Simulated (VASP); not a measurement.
# BaTiO3 in VASP: notebook

Aim: see how the results for BaTiO3 move with the level of theory and the settings. Levels: PBEsol+D3(BJ), PBEsol, RPBE+D3(BJ). Tasks: single point.

Program: VASP 6.6.1. These are calculated values, not measurements. Logs are shortened: lines on timing, memory, paths and dates and some standing lists are left out, and cuts for length are marked.

### 1 The cell of the first run

The typed cell holds 10 atoms: a = 3.952 Å, b = 3.953 Å, c = 7.905 Å, α = 90.06°, β = 90.06°, γ = 89.94°.

### 2 Single point, PBEsol+D3(BJ)

The input, INCAR:

```
SYSTEM = BaTiO3
ALGO = Normal
EDIFF = 1E-6
ENCUT = 520
GGA = PS
ISIF = 2
ISMEAR = -1
IVDW = 12
LASPH = .True.
LCHARG = .False.
LREAL = .False.
LWAVE = .False.
NBANDS = 51
NELM = 100
PREC = Accurate
SIGMA = 0.05
```

The input, KPOINTS:

```
k-points
0
Gamma
  7 7 4
  0 0 0
```

The input, POSCAR:

```
BaTiO3
1.0
   -3.9522999118      0.0020256805     -0.0020435538
   -0.0020528524      0.0020584362     -3.9528003290
    0.0040513610     -7.9049827663      0.0040982245
Ba Ti O
2 2 6
Direct
    0.0040908370     -0.0014450081      0.4979407474
    1.0041005038      0.9985526923      0.9979405848
    0.5125405664      0.5070452345      0.2437073643
    0.5125042075      0.5070964755      0.7437064275
    0.4956779213      0.9863366851      0.2521689150
    0.4956921167     -0.0136767029      0.7521760645
    0.4956719141      0.4900334573      0.5040094046
    0.4956696152      0.4900336832      1.0040073549
   -0.0079850671      0.4900216426      0.2521711324
    0.9920373852      0.4900018404      0.7521720046
```

Potentials or basis: VASP PAW PBE potentials, release 64 (Ba_sv, Ti_sv, O).

Launch:

```
$ cat potpaw_PBE.64/Ba_sv/POTCAR potpaw_PBE.64/Ti_sv/POTCAR potpaw_PBE.64/O/POTCAR > POTCAR
$ mpirun -np 1 vasp_std > vasp.out
```

OUTCAR:

```text
SYSTEM = BaTiO3
   EDIFF = 1E-6
   ENCUT = 520
   GGA = PS
   ISIF = 2
   ISMEAR = -1
   IVDW = 12
   LASPH = .True.
   LREAL = .False.
   NELM = 100
   PREC = Accurate
 IVDW          = 12

 ion  position               nearest neighbor table
   1  0.004  0.999  0.498-   9 2.75   7 2.75   5 2.75   7 2.79   5 2.79  10 2.79   6 2.79   9 2.79
                             7 2.79   6 2.84   7 2.84  10 2.84   4 3.37   4 3.40   3 3.40   4 3.40
   2  0.004  0.999  0.998-  10 2.75   8 2.75   6 2.75   6 2.79   8 2.79   9 2.79   5 2.79   8 2.79
                            10 2.79   5 2.84   8 2.84   9 2.84   3 3.37   3 3.40   4 3.40   3 3.40
   3  0.513  0.507  0.244-   5 1.90   8 1.90   9 1.90   9 2.06   7 2.06   5 2.06   2 3.37   2 3.40
                             1 3.40   2 3.40   1 3.44   2 3.44   1 3.44   1 3.48
   4  0.513  0.507  0.744-   6 1.90   7 1.90  10 1.90  10 2.06   8 2.06   6 2.06   1 3.37   1 3.40
                             2 3.40   1 3.40   2 3.44   1 3.44   2 3.44   2 3.48
   5  0.496  0.986  0.252-   3 1.90   3 2.06   1 2.75   1 2.79   2 2.79   2 2.84
   6  0.496  0.986  0.752-   4 1.90   4 2.06   2 2.75   2 2.79   1 2.79   1 2.84
   7  0.496  0.490  0.504-   4 1.90   3 2.06   1 2.75   1 2.79   1 2.79   1 2.84
   8  0.496  0.490  0.004-   3 1.90   4 2.06   2 2.75   2 2.79   2 2.79   2 2.84
   9  0.992  0.490  0.252-   3 1.90   3 2.06   1 2.75   2 2.79   1 2.79   2 2.84
  10  0.992  0.490  0.752-   4 1.90   4 2.06   2 2.75   1 2.79   2 2.79   1 2.84

  LATTYP: Found a triclinic cell.
 ALAT       =     3.9528013980
 B/A-ratio  =     1.4133908686
 C/A-ratio  =     1.9998436731
 COS(alpha) =     0.0000101020
 COS(beta)  =     0.0010394551
 COS(gamma) =     0.7067850030

  Lattice vectors:

 A1 = (   0.0020528524,  -0.0020584362,   3.9528003290)
 A2 = (  -3.9502470594,  -0.0000327557,   3.9507567752)
 A3 = (   0.0040513610,  -7.9049827663,   0.0040982245)

Analysis of symmetry for initial positions (statically):
=====================================================================
 Subroutine PRICEL returns:
 Original cell was already a primitive cell.

 Routine SETGRP: Setting up the symmetry group for a
 triclinic supercell.

 Subroutine GETGRP returns: Found  1 space group operations
 (whereof  1 operations were pure point group operations)
 out of a pool of  2 trial point group operations.

The static configuration has the point symmetry C_1 .

Analysis of symmetry for dynamics (positions and initial velocities):
=====================================================================
 Subroutine PRICEL returns:
 Original cell was already a primitive cell.

 Routine SETGRP: Setting up the symmetry group for a
 triclinic supercell.

 Subroutine GETGRP returns: Found  1 space group operations
 (whereof  1 operations were pure point group operations)
 out of a pool of  2 trial point group operations.

The dynamic configuration has the point symmetry C_1 .

 Subroutine INISYM returns: Found  1 space group operations
 (whereof  1 operations are pure point group operations),
 and found     1 'primitive' translations

----------------------------------------------------------------------------------------

                                     Primitive cell

  volume of cell :     123.4967

  direct lattice vectors                    reciprocal lattice vectors
    -3.952299912  0.002025680 -0.002043554    -0.253017370 -0.000129605  0.000131335
    -0.002052852  0.002058436 -3.952800329     0.000130740 -0.000131090 -0.252985341
     0.004051361 -7.904982766  0.004098224    -0.000064803 -0.126502557 -0.000065843

  length of vectors
     3.952300959  3.952801398  7.904984867     0.253017438  0.252985409  0.126502591

  position of ions in fractional coordinates (direct lattice)
     0.004090837  0.998554992  0.497940747
     0.004100504  0.998552692  0.997940585
     0.512540566  0.507045234  0.243707364
     0.512504208  0.507096475  0.743706428
     0.495677921  0.986336685  0.252168915
     0.495692117  0.986323297  0.752176064
     0.495671914  0.490033457  0.504009405
     0.495669615  0.490033683  0.004007355
     0.992014933  0.490021643  0.252171132
     0.992037385  0.490001840  0.752172005

  ion indices of the primitive-cell ions
   primitive index   ion index
                 1           1
                 2           2
                 3           3
                 4           4
                 5           5
                 6           6
                 7           7
                 8           8
                 9           9
                10          10

----------------------------------------------------------------------------------------

 KPOINTS: k-points

Automatic generation of k-mesh.
 Grid dimensions read from file:
 generate k-points for:    7    7    4

 Generating k-lattice:

  Cartesian coordinates                     Fractional coordinates (reciprocal lattice)
    -0.036145339 -0.000018515  0.000018762     0.142857143  0.000000000 -0.000000000
     0.000018677 -0.000018727 -0.036140763     0.000000000  0.142857143  0.000000000
    -0.000016201 -0.031625639 -0.000016461     0.000000000  0.000000000  0.250000000

  Length of vectors
     0.036145348  0.036140773  0.031625648

  Shift w.r.t. Gamma in fractional coordinates (k-lattice)
     0.000000000  0.000000000  0.000000000

 Subroutine IBZKPT returns following result:
 ===========================================

 Found     99 irreducible k-points:

 Following reciprocal coordinates:
            Coordinates               Weight
  0.000000  0.000000  0.000000      1.000000
  0.142857  0.000000 -0.000000      2.000000
  0.285714  0.000000 -0.000000      2.000000
  0.428571  0.000000 -0.000000      2.000000
  0.000000  0.142857  0.000000      2.000000
  0.142857  0.142857  0.000000      2.000000
[... 16 lines left out ...]
 -0.428571  0.428571  0.000000      2.000000
 -0.285714  0.428571  0.000000      2.000000
 [... further k-points ...]
   k-points           NKPTS =     99   k-points in BZ     NKDIM =     99   number of bands    NBANDS=     51
   number of dos      NEDOS =    301   number of ions     NIONS =     10
   total plane-waves  NPLWV =  54000
   dimension x,y,z NGX =    30 NGY =   30 NGZ =   60
   dimension x,y,z NGXF=    60 NGYF=   60 NGZF=  120
   ions per type =               2   2   6
   NGX,Y,Z   is equivalent  to a cutoff of  12.62, 12.62, 12.62 a.u.
   NGXF,Y,Z  is equivalent  to a cutoff of  25.24, 25.23, 25.24 a.u.
 SYSTEM =  BaTiO3
   PREC   = accura    normal or accurate (medium, high low for compatibility)
   ISTART =      0    job   : 0-new  1-cont  2-samecut
   ICHARG =      2    charge: 1-file 2-atom 10-const
   ISPIN  =      1    spin polarized calculation?
   LNONCOLLINEAR =      F non collinear calculations
   LSORBIT =      F    spin-orbit coupling
   LASPH  =      T    aspherical Exc in radial PAW
   ENCUT  =  520.0 eV  38.22 Ry    6.18 a.u.   7.35  7.35 14.70*2*pi/ulx,y,z
   NELM   =    100;   NELMIN=  2; NELMDL= -5     # of ELM steps
   EDIFF  = 0.1E-05   stopping-criterion for ELM
   LREAL  =      F    real-space projection
   EDIFFG = 0.1E-04   stopping-criterion for IOM
   NSW    =      0    number of steps for IOM
   IBRION =     -1    ionic relax: 0-MD 1-quasi-New 2-CG
   NFREE  =      0    steps in history (QN), initial steepest desc. (CG)
   ISIF   =      2    stress and relaxation
   ISYM   =      2    0-nonsym 1-usesym 2-fastsym
   POTIM  = 0.5000    time-step for ionic-motion
   TEBEG  =    0.0;   TEEND  =   0.0 temperature during run
   PSTRESS=    0.0 pullay stress
   NELECT =      80.0000    total number of electrons
   NUPDOWN=      -1.0000    fix difference up-down
   EMIN   =  10.00;   EMAX   =-10.00  energy-range for DOS
   EFERMI =   0.00;   METHOD = LEGACY
   ISMEAR =    -1;   SIGMA  =   0.05  broadening in eV -4-tet -1-fermi 0-gaus
   EFERMI_NEDOS =   21; number of points for ismear=-14 and -15
   IALGO  =     38    algorithm
   IMIX   =      4    mixing-type and parameters
     AMIX     =   0.40;   BMIX     =  1.00
     AMIX_MAG =   1.60;   BMIX_MAG =  1.00
  volume/ion in A,a.u.               =      12.35        83.34
  Fermi-wavevector in a.u.,A,eV,Ry     =   1.416510  2.676816 27.300106  2.006501
  Thomas-Fermi vector in A             =   2.537837
   LORBIT       =      0    0 simple, 1 ext, 2 COOP (PROOUT), +10 PAW based schemes
   GGA     = PS    functional components
   LHFCALC =     F    Hartree Fock is set to
   AEXX    =    0.0000 exact exchange contribution
   IVDW    =    12    specifies the selected vdW correction
   LEPSILON=     F    determine dielectric tensor
   LRPA    =     F    only Hartree local field effects (RPA)
 non-spin polarized calculation
  energy-cutoff  :      520.00
  volume of cell :      123.50
 maximum number of plane-waves:      3361
 NGX is ok and might be reduce to    30
   NGX = 15   NGY = 15   NGZ = 29

 number of electron      80.0000014 magnetization

 Free energy of the ion-electron system (eV)
  ---------------------------------------------------
  ext. energy  EPLUGINS =         0.00000000
  ---------------------------------------------------
  free energy    TOTEN  =       -83.92839383 eV

  energy without entropy =      -83.92839383  energy(sigma->0) =      -83.92839383

 E-fermi :   5.0055     XC(G=0): -11.7107

 val. band max:        3.9216203997   @ k =   0.4286   0.4286   0.0000
 cond. band min:       6.0281073725   @ k =   0.0000   0.0000   0.0000
 fundamental gap:      2.1064869729
 Fermi energy:         5.0055388983

 k-point     1 :       0.0000    0.0000    0.0000
  band No.  band energies     occupation
      1     -52.1004      2.00000
      2     -52.0990      2.00000
      3     -28.5326      2.00000
      4     -28.4684      2.00000
      5     -28.4681      2.00000
      6     -28.4656      2.00000
[... 43 lines left out ...]
     50       8.9310      0.00000
     51       8.9324      0.00000

 k-point     2 :       0.1429    0.0000   -0.0000
  band No.  band energies     occupation
      1     -52.1001      2.00000
      2     -52.0988      2.00000
      3     -28.5317      2.00000
      4     -28.4794      2.00000
      5     -28.4762      2.00000
      6     -28.4678      2.00000
[... 43 lines left out ...]
     50       9.3390      0.00000
     51       9.3554      0.00000

 k-point     3 :       0.2857    0.0000   -0.0000
  band No.  band energies     occupation
      1     -52.0995      2.00000
      2     -52.0982      2.00000
      3     -28.5298      2.00000
      4     -28.5071      2.00000
      5     -28.5030      2.00000
      6     -28.4667      2.00000
[... 43 lines left out ...]
     50      10.2498      0.00000
     51      10.4290      0.00000
[... 1027 lines left out ...]
 k-point    23 :      -0.4286    0.4286    0.0000
  band No.  band energies     occupation
      1     -52.0978      2.00000
      2     -52.0965      2.00000
      3     -28.5266      2.00000
      4     -28.5256      2.00000
      5     -28.5233      2.00000
      6     -28.5232      2.00000
[... 43 lines left out ...]
     50      11.1019      0.00000
     51      11.9489      0.00000

 k-point    24 :      -0.2857    0.4286    0.0000
  band No.  band energies     occupation
      1     -52.0983      2.00000
      2     -52.0970      2.00000
      3     -28.5268      2.00000
      4     -28.5266      2.00000
      5     -28.5224      2.00000
      6     -28.5031      2.00000
[... 43 lines left out ...]
     50      11.6383      0.00000
     51      11.7042      0.00000

 [... further k-points ...]

------------------------ aborting loop because EDIFF is reached ----------------------------------------

 Edisp (eV)   -2.74760

 E8    (eV) :    -1.9030

  FORCE on cell =-STRESS in cart. coord.  units (eV):
  Direction    XX          YY          ZZ          XY          YZ          ZX
  --------------------------------------------------------------------------------------
  -------------------------------------------------------------------------------------
  Total       1.64062     1.64071     1.63817     0.00320     0.00272    -0.00315
  in kB      21.28448    21.28567    21.25265     0.04156     0.03533    -0.04083
  external pressure =       21.27 kB  Pullay stress =        0.00 kB

 VOLUME and BASIS-vectors are now :
 -----------------------------------------------------------------------------
  energy-cutoff  :      520.00
  volume of cell :      123.50
      direct lattice vectors                 reciprocal lattice vectors
    -3.952299912  0.002025680 -0.002043554    -0.253017370 -0.000129605  0.000131335
    -0.002052852  0.002058436 -3.952800329     0.000130740 -0.000131090 -0.252985341
     0.004051361 -7.904982766  0.004098224    -0.000064803 -0.126502557 -0.000065843

 POSITION                                       TOTAL-FORCE (eV/Angst)
 -----------------------------------------------------------------------------------
     -0.01620     -3.93415     -3.94506         0.014973     -0.015153      0.015730
     -0.01421     -7.88664     -3.94300         0.015198     -0.015140      0.015765
     -2.02577     -1.92442     -2.00430         0.023853     -0.023048      0.023201
     -2.02360     -5.87690     -2.00245         0.023182     -0.023758      0.024128
     -1.96007     -1.99036     -3.89877        -0.006588      0.006543     -0.025427
     -1.95810     -5.94290     -3.89667        -0.006552      0.007104     -0.025358
     -1.95801     -3.98217     -1.93595        -0.006747      0.025654     -0.006990
     -1.96002     -0.02967     -1.93800        -0.006866      0.025007     -0.006949
     -3.92072     -1.99039     -1.93795        -0.025490      0.006267     -0.006842
     -3.91879     -5.94289     -1.93582        -0.024963      0.006524     -0.007260
 -----------------------------------------------------------------------------------
    total drift:                                0.001604     -0.001677     -0.001376

  FREE ENERGIE OF THE ION-ELECTRON SYSTEM (eV)
  ---------------------------------------------------
  free  energy   TOTEN  =       -86.6759949309 eV

  energy  without entropy=      -86.6759949307  energy(sigma->0) =      -86.67599493
```

Wall time 12 min (1 thread of Intel Xeon Platinum 8259CL at 2.50GHz (Skylake/Cascade Lake), shared host); peak memory 0.59 GiB.

What came out:

- Free energy: -86.6760 eV
- Pressure: 2.1 GPa
- Largest force: 0.041 eV/Å
- Band gap on the k mesh: 2.11 eV
- Dispersion energy per atom: -0.275 eV

Forces on the atoms (eV/Å):
```
Ba   0.015 -0.015  0.016
Ba   0.015 -0.015  0.016
Ti   0.024 -0.023  0.023
Ti   0.023 -0.024  0.024
O   -0.007  0.007 -0.025
O   -0.007  0.007 -0.025
O   -0.007  0.026 -0.007
O   -0.007  0.025 -0.007
O   -0.025  0.006 -0.007
O   -0.025  0.007 -0.007
```

Levels at points of the mesh, in eV from the valence-band top:
| k point | band 38 | band 39 | band 40 | band 41 | band 42 | band 43 |
| --- | --- | --- | --- | --- | --- | --- |
| (0.00, 0.00, 0.00) | -0.28 | -0.19 | -0.19 | 2.11 | 2.11 | 2.20 |
| (0.00, 0.00, 0.50) | -0.53 | -0.49 | -0.49 | 2.21 | 2.21 | 3.01 |

Caveat: the PAW data sets were made with another functional, which shifts forces and pressure a little; spin-orbit coupling is left out, which moves the levels of the heavy elements; an odd mesh through Γ misses points on the zone boundary, where band edges can lie.

[end of part 1 of 2]
